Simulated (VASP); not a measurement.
# Ge: single point with LDA

Ge:

```
CELL_PARAMETERS angstrom
0.00000 2.81100 2.81100
2.81100 0.00000 2.81100
2.81100 2.81100 0.00000
ATOMIC_POSITIONS crystal
Ge 0.50000 0.50000 0.50000
Ge 0.75000 0.75000 0.75000
```

```
Program                : VASP 6.6.1
Task                   : single point
Functional             : LDA
Potentials or basis    : VASP PAW LDA potentials, release 64 (Ge_d)
Cutoff                 : 520 eV
k mesh                 : 14 × 14 × 14
Occupations            : gaussian, width 0.05 eV
Spin                   : no spin polarisation
Dipole correction      : no
Further INCAR settings : ALGO = Normal; EDIFF = 1e-07; NBANDS = 21
```

```yaml
Pressure: 0.2 GPa
```

Levels at points of the mesh, in eV from the Fermi level:
| k point | band 12 | band 13 | band 14 | band 15 | band 16 | band 17 |
| --- | --- | --- | --- | --- | --- | --- |
| (0.00, 0.00, 0.00) | -0.03 | -0.03 | -0.03 | 0.00 | 2.50 | 2.50 |
| (0.50, 0.00, 0.00) | -7.76 | -1.47 | -1.47 | 0.09 | 3.70 | 3.70 |
| (0.50, 0.50, 0.00) | -9.03 | -3.17 | -3.17 | 0.61 | 0.61 | 9.54 |

Run time: 50 s on 1 thread of AMD EPYC 9R45 96-Core Processor (Zen 5), on a shared host, peak memory 0.16 GiB.
